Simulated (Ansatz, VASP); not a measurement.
# Two plane-wave programs on Li

POSCAR

```
Li
1.0
   -1.7546500000      1.7546500000      1.7546500000
    1.7546500000     -1.7546500000      1.7546500000
    1.7546500000      1.7546500000     -1.7546500000
Li
1
Direct
    0.0000000000      0.0000000000      0.0000000000
```

File INCAR.step1:

```
PREC = Accurate ; ENCUT = 750
EDIFF = 1E-5 ; ISMEAR = -1
SIGMA = 0.05 ; LREAL = F
LASPH = T ; NELM = 120
ALGO = Normal ; LWAVE = T
LCHARG = F ; GGA = PE
NBANDS = 8 ; GGA_COMPAT = F
IBRION = 2 ; ISIF = 3
EDIFFG = -0.005 ; NELMIN = 4
NSW = 100
```

The input INCAR.step2:

```
PREC = Accurate ; ENCUT = 750
EDIFF = 1E-7 ; ISMEAR = -1
SIGMA = 0.05 ; LREAL = F
LASPH = T ; NELM = 120
ALGO = Normal ; ISIF = 3
LWAVE = F ; LCHARG = F
GGA = PS ; LHFCALC = T
AEXX = 0.25 ; PRECFOCK = Normal
IBRION = 2 ; NSW = 60
EDIFFG = -0.01 ; ISTART = 1
GGA_COMPAT = F ; NELMIN = 4
```

Contents of KPOINTS:

```
regular mesh
0
Gamma
  6 6 6
```

Contents of input.yaml:

```yaml
crystal:
  lattice:
    - [-1.75465, 1.75465, 1.75465]
    - [1.75465, -1.75465, 1.75465]
    - [1.75465, 1.75465, -1.75465]
  atoms:
    - { symbol: Li, position: [0.0, 0.0, 0.0] }
hamiltonian:
  xc: { exchange: pbesol, correlation: pbesol, exx: { coeff: 0.25 } }
  pseudopotentials: { kind: paw }
kpoints:
  mp_grid: { grid: [6, 6, 6] }
scf:
  occupations: { method: fermi_dirac, width: 0.05 }
output:
  forces: true
  stress: true
  write_density: true
  write_potential: true
  elf: true
  volumetric_format: npy
relax:
  f_tol: 0.01
  max_steps: 40
  cell: { stress_tol: 0.05 }
```

Alike in both runs: task relaxation of cell and atoms; functional PBEsol-based global hybrid with a share of 0.25 of exact exchange; k mesh 6 × 6 × 6; occupations fermi-dirac, width 0.05 eV; no spin polarisation.

```csv
,VASP,Ansatz
version,VASP 6.6.1,Ansatz 0.2.0
potentials or method,"VASP PAW PBE potentials, release 64 (Li_sv)",Ansatz PAW
plane-wave cutoff (eV),750,420
valence electrons in the cell,3,3
```

VASP gave:

```
gap on the k mesh at the Fermi level, each at its own relaxed structure (eV) : none
relaxed volume (Å³/atom)                                                     : 20.76
relaxed length of the cell vector where the two differ most in proportion (Å)              : 2.999
```

**Question.** Which values does Ansatz return?

**Answer.** gap on the k mesh at the Fermi level, each at its own relaxed structure (eV): none; relaxed volume (Å³/atom): 21.03; relaxed length of the cell vector where the two differ most in proportion (Å): 3.012.

VASP's potentials were made for PBE, not for PBEsol-based global hybrid. A gap of «none» marks a metal or a gap that the smearing closes.

The k mesh is coarse, so the values compare programs but aren't converged. Noted on Ansatz's run: the plane-wave basis is chosen anew once the cell has moved, so the energies of steps on either side of that aren't comparable.
